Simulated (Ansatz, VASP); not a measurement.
# Hf in VASP and in Ansatz

The input INCAR:

```
SYSTEM = Hf
PREC = Accurate
ENCUT = 520
EDIFF = 1E-6
ISMEAR = 0
SIGMA = 0.15
LREAL = .False.
LASPH = .True.
NELM = 60
ALGO = Fast
ISIF = 2
LWAVE = .False.
LCHARG = .False.
GGA = CA
NBANDS = 11
```

KPOINTS

```
Automatic mesh
0
Gamma
  18 18 18
  0 0 0
```

POSCAR

```
Hf
1.0
    0.0000000000      2.2671423519      2.1799445691
    2.0927467863      0.0000000000      2.1799445691
    2.0927467863      2.2671423519      0.0000000000
Hf
1
Direct
    0.0000000000      0.0000000000      0.0000000000
```

Input for Ansatz:

```yaml
crystal:
  lattice:
    - [0.0, 2.2671423519, 2.1799445691]
    - [2.0927467863, 0.0, 2.1799445691]
    - [2.0927467863, 2.2671423519, 0.0]
  atoms:
    - { symbol: Hf, position: [0.0, 0.0, 0.0] }
basis:
  ecutwfc: 420
kpoints:
  mp_grid: { grid: [18, 18, 18] }
hamiltonian:
  xc: lda
scf:
  occupations: { method: gaussian, width: 0.15 }
output:
  forces: true
  stress: true
  eigenvalues: true
```

Change from the starting cell: strain +e along x and -e along y -0.0400, strain +e along z and -e/2 along x and y +0.0000.

Alike in both runs: task single point; functional LDA; k mesh 18 × 18 × 18; occupations gaussian, width 0.15 eV; no spin polarisation.

|  | VASP | Ansatz |
| --- | --- | --- |
| version | VASP 6.6.1 | Ansatz 0.2.0 |
| potentials or method | VASP PAW LDA potentials, release 64 (Hf_pv), cutoff 520 eV | scalar-relativistic, plane waves, PAW |
| valence electrons in the cell | 10 | 26 |

|  | VASP | Ansatz | Ansatz less VASP |
| --- | --- | --- | --- |
| gap on the k mesh at the Fermi level (eV) | none | none | - |
| pressure (GPa) | 0.2 | 0.2 | -0.03 |
| traceless stress, the component that is largest in VASP (GPa) | -2.01 | -2.01 | -0.001 |

LDA's correlation is that of Perdew and Zunger in VASP and of Perdew and Wang (1992) in Ansatz. A gap of «none» marks a metal or a gap that the smearing closes. VASP's potentials hold 10 valence electrons a cell and Ansatz's 26, so a difference there can come from the potentials and not from the codes.

Spin-orbit coupling is off throughout.
